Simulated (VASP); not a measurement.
# Sc (P6_3/mmc) in VASP: single point with r2SCAN

Aim: the single point of Sc with r2SCAN.

All numbers are computed with VASP 6.6.1; they aren't measurements. Logs are shortened: lines on timing, memory, paths and dates and some standing lists are left out, and cuts for length are marked.

### 1 The cell of the first run

It takes space group P6_3/mmc (No. 194, hexagonal). Conventional cell: a = 3.291 Å, b = 3.291 Å, c = 5.333 Å, α = 90.00°, β = 90.00°, γ = 120.00°. Within 4.3 Å of Sc (site symmetry -6m2) lie 12 Sc at 3.27 to 3.29 Å.

### 2 Single point, r2SCAN

The input, POSCAR:

```
Sc
1.0
    3.2912249500      0.0000000000      0.0000000000
   -1.6456124800      2.8502844200      0.0000000000
    0.0000000000      0.0000000000      5.3325723900
Sc
2
Direct
    0.3333333300      0.6666666700      0.2500000000
    0.6666666700      0.3333333300      0.7500000000
```

The input, INCAR.step1:

```
  ALGO = Normal
  EDIFF = 1E-4
  ENCUT = 520
  GGA = PE
  ISMEAR = 0
  LASPH = True
  LCHARG = False
  LREAL = False
  LWAVE = True
  NBANDS = 18
  NELM = 60
  PREC = Accurate
  SIGMA = 0.1
```

The input, INCAR.step2:

```
  ALGO = Normal
  EDIFF = 1E-7
  ENCUT = 520
  ISIF = 2
  ISMEAR = 0
  ISTART = 1
  LASPH = True
  LCHARG = False
  LMIXTAU = True
  LREAL = False
  LWAVE = False
  METAGGA = R2SCAN
  NBANDS = 18
  NELM = 60
  PREC = Accurate
  SIGMA = 0.1
```

The input, KPOINTS:

```
k-points
0
Gamma
  6 6 4
```

Potentials or basis: VASP PAW PBE potentials, release 64 (Sc_sv).

The run is started by

```bash
> cat potpaw_PBE.64/Sc_sv/POTCAR > POTCAR
> cp INCAR.step1 INCAR
> mpirun -np 1 vasp_std > vasp.out
> cp INCAR.step2 INCAR
> mpirun -np 1 vasp_std > vasp.out
```

OUTCAR:

```text
EDIFF = 1E-7
   ENCUT = 520
   ISIF = 2
   ISMEAR = 0
   ISTART = 1
   LASPH = True
   LREAL = False
   METAGGA = R2SCAN
   NELM = 60
   PREC = Accurate

 ion  position               nearest neighbor table
   1  0.333  0.667  0.250-   2 3.27   2 3.27   2 3.27   2 3.27   2 3.27   2 3.27
   2  0.667  0.333  0.750-   1 3.27   1 3.27   1 3.27   1 3.27   1 3.27   1 3.27

  LATTYP: Found a hexagonal cell.
 ALAT       =     3.2912249500
 C/A-ratio  =     1.6202394157

  Lattice vectors:

 A1 = (   3.2912249500,   0.0000000000,   0.0000000000)
 A2 = (  -1.6456124800,   2.8502844200,   0.0000000000)
 A3 = (   0.0000000000,   0.0000000000,   5.3325723900)

Analysis of symmetry for initial positions (statically):
=====================================================================
 Subroutine PRICEL returns:
 Original cell was already a primitive cell.

 Routine SETGRP: Setting up the symmetry group for a
 hexagonal supercell.

 Subroutine GETGRP returns: Found 24 space group operations
 (whereof 12 operations were pure point group operations)
 out of a pool of 24 trial point group operations.

The static configuration has the point symmetry D_3d.
 The point group associated with its full space group is D_6h.

Analysis of symmetry for dynamics (positions and initial velocities):
=====================================================================
 Subroutine PRICEL returns:
 Original cell was already a primitive cell.

 Routine SETGRP: Setting up the symmetry group for a
 hexagonal supercell.

 Subroutine GETGRP returns: Found 24 space group operations
 (whereof 12 operations were pure point group operations)
 out of a pool of 24 trial point group operations.

The dynamic configuration has the point symmetry D_3d.
 The point group associated with its full space group is D_6h.

 Subroutine INISYM returns: Found 24 space group operations
 (whereof 12 operations are pure point group operations),
 and found     1 'primitive' translations

----------------------------------------------------------------------------------------

                                     Primitive cell

  volume of cell :      50.0245

  direct lattice vectors                    reciprocal lattice vectors
     3.291224950  0.000000000  0.000000000     0.303838241  0.175421091  0.000000000
    -1.645612480  2.850284420  0.000000000     0.000000000  0.350842180  0.000000000
     0.000000000  0.000000000  5.332572390     0.000000000  0.000000000  0.187526756

  length of vectors
     3.291224950  3.291224956  5.332572390     0.350842181  0.350842180  0.187526756

  position of ions in fractional coordinates (direct lattice)
     0.333333330  0.666666670  0.250000000
     0.666666670  0.333333330  0.750000000

  ion indices of the primitive-cell ions
   primitive index   ion index
                 1           1
                 2           2

----------------------------------------------------------------------------------------

 KPOINTS: k-points

Automatic generation of k-mesh.
 Grid dimensions read from file:
 generate k-points for:    6    6    4

 Generating k-lattice:

  Cartesian coordinates                     Fractional coordinates (reciprocal lattice)
     0.050639707  0.029236848  0.000000000     0.166666667  0.000000000  0.000000000
     0.000000000  0.058473697  0.000000000     0.000000000  0.166666667  0.000000000
     0.000000000  0.000000000  0.046881689     0.000000000  0.000000000  0.250000000

  Length of vectors
     0.058473697  0.058473697  0.046881689

  Shift w.r.t. Gamma in fractional coordinates (k-lattice)
     0.000000000  0.000000000  0.000000000

 Subroutine IBZKPT returns following result:
 ===========================================

 Found     21 irreducible k-points:

 Following reciprocal coordinates:
            Coordinates               Weight
  0.000000  0.000000  0.000000      1.000000
  0.166667  0.000000  0.000000      6.000000
  0.333333  0.000000  0.000000      6.000000
  0.500000  0.000000  0.000000      3.000000
  0.166667  0.166667  0.000000      6.000000
  0.333333  0.166667  0.000000     12.000000
[... 13 lines left out ...]
  0.333333  0.166667  0.500000     12.000000
  0.333333  0.333333  0.500000      2.000000
   k-points           NKPTS =     21   k-points in BZ     NKDIM =     21   number of bands    NBANDS=     18
   number of dos      NEDOS =    301   number of ions     NIONS =      2
   total plane-waves  NPLWV =  23040
   dimension x,y,z NGX =    24 NGY =   24 NGZ =   40
   dimension x,y,z NGXF=    48 NGYF=   48 NGZF=   80
   ions per type =               2
   NGX,Y,Z   is equivalent  to a cutoff of  12.12, 12.12, 12.47 a.u.
   NGXF,Y,Z  is equivalent  to a cutoff of  24.25, 24.25, 24.94 a.u.
 SYSTEM =  unknown system
   PREC   = accura    normal or accurate (medium, high low for compatibility)
   ISTART =      1    job   : 0-new  1-cont  2-samecut
   ICHARG =      0    charge: 1-file 2-atom 10-const
   ISPIN  =      1    spin polarized calculation?
   LNONCOLLINEAR =      F non collinear calculations
   LSORBIT =      F    spin-orbit coupling
   LASPH  =      T    aspherical Exc in radial PAW
   ENCUT  =  520.0 eV  38.22 Ry    6.18 a.u.   6.12  6.12  9.92*2*pi/ulx,y,z
   NELM   =     60;   NELMIN=  2; NELMDL=  0     # of ELM steps
   EDIFF  = 0.1E-06   stopping-criterion for ELM
   LREAL  =      F    real-space projection
   EDIFFG = 0.1E-05   stopping-criterion for IOM
   NSW    =      0    number of steps for IOM
   IBRION =     -1    ionic relax: 0-MD 1-quasi-New 2-CG
   NFREE  =      0    steps in history (QN), initial steepest desc. (CG)
   ISIF   =      2    stress and relaxation
   ISYM   =      2    0-nonsym 1-usesym 2-fastsym
   POTIM  = 0.5000    time-step for ionic-motion
   TEBEG  =    0.0;   TEEND  =   0.0 temperature during run
   PSTRESS=    0.0 pullay stress
   NELECT =      22.0000    total number of electrons
   NUPDOWN=      -1.0000    fix difference up-down
   EMIN   =  10.00;   EMAX   =-10.00  energy-range for DOS
   EFERMI =   0.00;   METHOD = LEGACY
   ISMEAR =     0;   SIGMA  =   0.10  broadening in eV -4-tet -1-fermi 0-gaus
   EFERMI_NEDOS =   21; number of points for ismear=-14 and -15
   IALGO  =     38    algorithm
   IMIX   =      4    mixing-type and parameters
     AMIX     =   0.40;   BMIX     =  1.00
     AMIX_MAG =   1.60;   BMIX_MAG =  1.00
  volume/ion in A,a.u.               =      25.01       168.79
  Fermi-wavevector in a.u.,A,eV,Ry     =   1.244959  2.352630 21.087965  1.549922
  Thomas-Fermi vector in A             =   2.379202
   LORBIT       =      0    0 simple, 1 ext, 2 COOP (PROOUT), +10 PAW based schemes
   METAGGA = R2SCAN    functional components
   LHFCALC =     F    Hartree Fock is set to
   AEXX    =    0.0000 exact exchange contribution
   IVDW    =     0    specifies the selected vdW correction
   LEPSILON=     F    determine dielectric tensor
   LRPA    =     F    only Hartree local field effects (RPA)
 non-spin polarized calculation
 Gauss-broadening in eV      SIGMA  =   0.10
  energy-cutoff  :      520.00
  volume of cell :       50.02
 maximum number of plane-waves:      1364
   NGX = 13   NGY = 13   NGZ = 19

 number of electron      22.0000012 magnetization

 Free energy of the ion-electron system (eV)
  ---------------------------------------------------
  ext. energy  EPLUGINS =         0.00000000
  ---------------------------------------------------
  free energy    TOTEN  =       -22.71890852 eV

  energy without entropy =      -22.70296469  energy(sigma->0) =      -22.71093660

 E-fermi :   3.6320     XC(G=0): -10.5434

 val. band max:        3.6105404122   @ k =   0.3333   0.3333   0.5000
 cond. band min:       3.6543947029   @ k =   0.5000   0.0000   0.5000
 fundamental gap:      0.0438542907
 Fermi energy:         3.6319952302

 k-point     1 :       0.0000    0.0000    0.0000
  band No.  band energies     occupation
      1     -47.9231      2.00000
      2     -47.8631      2.00000
      3     -25.7505      2.00000
      4     -25.4207      2.00000
      5     -25.4206      2.00000
      6     -25.3679      2.00000
[... 10 lines left out ...]
     17       6.3467      0.00000
     18       6.3467      0.00000

 k-point     2 :       0.1667    0.0000    0.0000
  band No.  band energies     occupation
      1     -47.9102      2.00000
      2     -47.8574      2.00000
      3     -25.7161      2.00000
      4     -25.4937      2.00000
      5     -25.4434      2.00000
      6     -25.4423      2.00000
[... 10 lines left out ...]
     17       6.0203      0.00000
     18       6.2781      0.00000

 k-point     3 :       0.3333    0.0000    0.0000
  band No.  band energies     occupation
      1     -47.8824      2.00000
      2     -47.8480      2.00000
      3     -25.6419      2.00000
      4     -25.6335      2.00000
      5     -25.5835      2.00000
      6     -25.4863      2.00000
[... 10 lines left out ...]
     17       7.0296      0.00000
     18       7.2243      0.00000

 k-point     4 :       0.5000    0.0000    0.0000
  band No.  band energies     occupation
      1     -47.8656      2.00000
      2     -47.8461      2.00000
      3     -25.7165      2.00000
      4     -25.6511      2.00000
      5     -25.5732      2.00000
      6     -25.5069      2.00000
[... 10 lines left out ...]
     17       7.8622      0.00000
     18       7.8969      0.00000

 k-point     5 :       0.1667    0.1667    0.0000
  band No.  band energies     occupation
      1     -47.8898      2.00000
      2     -47.8500      2.00000
      3     -25.6570      2.00000
      4     -25.5732      2.00000
      5     -25.5667      2.00000
      6     -25.4694      2.00000
[... 10 lines left out ...]
     17       6.7716      0.00000
     18       7.1389      0.00000

 k-point     6 :       0.3333    0.1667    0.0000
  band No.  band energies     occupation
      1     -47.8657      2.00000
      2     -47.8460      2.00000
      3     -25.6770      2.00000
      4     -25.6237      2.00000
      5     -25.5743      2.00000
      6     -25.5343      2.00000
[... 10 lines left out ...]
     17       7.6466      0.00000
     18       7.6930      0.00000

 k-point     7 :       0.3333    0.3333    0.0000
  band No.  band energies     occupation
      1     -47.8512      2.00000
      2     -47.8512      2.00000
      3     -25.6541      2.00000
      4     -25.5981      2.00000
      5     -25.5981      2.00000
      6     -25.5328      2.00000
[... 10 lines left out ...]
     17       7.3954      0.00000
     18       7.5661      0.00000

 k-point     8 :       0.0000    0.0000    0.2500
  band No.  band energies     occupation
      1     -47.9143      2.00000
      2     -47.8720      2.00000
      3     -25.6939      2.00000
      4     -25.4130      2.00000
      5     -25.4130      2.00000
      6     -25.4129      2.00000
[... 10 lines left out ...]
     17       6.6913      0.00000
     18       6.6913      0.00000
[... 166 lines left out ...]
     17       7.1893      0.00000
     18       7.1932      0.00000

 k-point    17 :       0.3333    0.0000    0.5000
  band No.  band energies     occupation
      1     -47.8652      2.00000
      2     -47.8652      2.00000
      3     -25.6733      2.00000
      4     -25.6733      2.00000
      5     -25.4595      2.00000
      6     -25.4595      2.00000
[... 10 lines left out ...]
     17       7.4090      0.00000
     18       7.4161      0.00000

 k-point    18 :       0.5000    0.0000    0.5000
  band No.  band energies     occupation
      1     -47.8559      2.00000
      2     -47.8559      2.00000
      3     -25.7362      2.00000
      4     -25.7362      2.00000
      5     -25.4619      2.00000
      6     -25.4619      2.00000
[... 10 lines left out ...]
     17       7.8273      0.00000
     18       7.8309      0.00000

 k-point    19 :       0.1667    0.1667    0.5000
  band No.  band energies     occupation
      1     -47.8699      2.00000
      2     -47.8699      2.00000
      3     -25.6328      2.00000
      4     -25.6328      2.00000
      5     -25.4737      2.00000
      6     -25.4737      2.00000
[... 10 lines left out ...]
     17       7.3053      0.00000
     18       7.3053      0.00000

 k-point    20 :       0.3333    0.1667    0.5000
  band No.  band energies     occupation
      1     -47.8559      2.00000
      2     -47.8559      2.00000
      3     -25.7015      2.00000
      4     -25.7015      2.00000
      5     -25.5202      2.00000
      6     -25.5202      2.00000
[... 10 lines left out ...]
     17       7.6525      0.00000
     18       7.6525      0.00000

 k-point    21 :       0.3333    0.3333    0.5000
  band No.  band energies     occupation
      1     -47.8512      2.00000
      2     -47.8512      2.00000
      3     -25.6744      2.00000
      4     -25.6744      2.00000
      5     -25.5938      2.00000
      6     -25.5938      2.00000
[... 10 lines left out ...]
     17       7.5460      0.00000
     18       7.5460      0.00000

------------------------ aborting loop because EDIFF is reached ----------------------------------------

  FORCE on cell =-STRESS in cart. coord.  units (eV):
  Direction    XX          YY          ZZ          XY          YZ          ZX
  --------------------------------------------------------------------------------------
  -------------------------------------------------------------------------------------
  Total        0.3130038      0.3130038     -0.6318457     -0.0000000     -0.0000000      0.0000000
  in kB       10.0248459     10.0248460    -20.2366704     -0.0000000     -0.0000000      0.0000000
  external PRESSURE =      -0.0623262 kB  Pullay stress =       0.0000000 kB

 VOLUME and BASIS-vectors are now :
 -----------------------------------------------------------------------------
  energy-cutoff  :      520.00
  volume of cell :       50.02
      direct lattice vectors                 reciprocal lattice vectors
     3.291224950  0.000000000  0.000000000     0.303838241  0.175421091  0.000000000
    -1.645612480  2.850284420  0.000000000     0.000000000  0.350842180  0.000000000
     0.000000000  0.000000000  5.332572390     0.000000000  0.000000000  0.187526756

 POSITION                                       TOTAL-FORCE (eV/Angst)
 -----------------------------------------------------------------------------------
     -0.00000      1.90019      1.33314        -0.000000     -0.000000      0.000000
      1.64561      0.95009      3.99943         0.000000      0.000000      0.000000
 -----------------------------------------------------------------------------------
    total drift:                               -0.000006      0.000003     -0.000000

  FREE ENERGIE OF THE ION-ELECTRON SYSTEM (eV)
  ---------------------------------------------------
  free  energy   TOTEN  =       -22.7189085225 eV

  energy  without entropy=      -22.7029646873  energy(sigma->0) =      -22.71093660
```

It took 51 s on 1 thread of Intel Xeon Platinum 8488C (Sapphire Rapids), shared host; peak memory 0.17 GiB.

What came out:

- Free energy: -22.7189 eV
- Pressure: 0.0 GPa
- Band gap on the k mesh: zero (band 11 reaches 4.59 eV, above the bottom of band 12 at 3.24 eV)

Caveat: the k points lie up to 0.37 Å⁻¹ apart; the PAW data sets were made with another functional, which shifts forces and pressure a little.
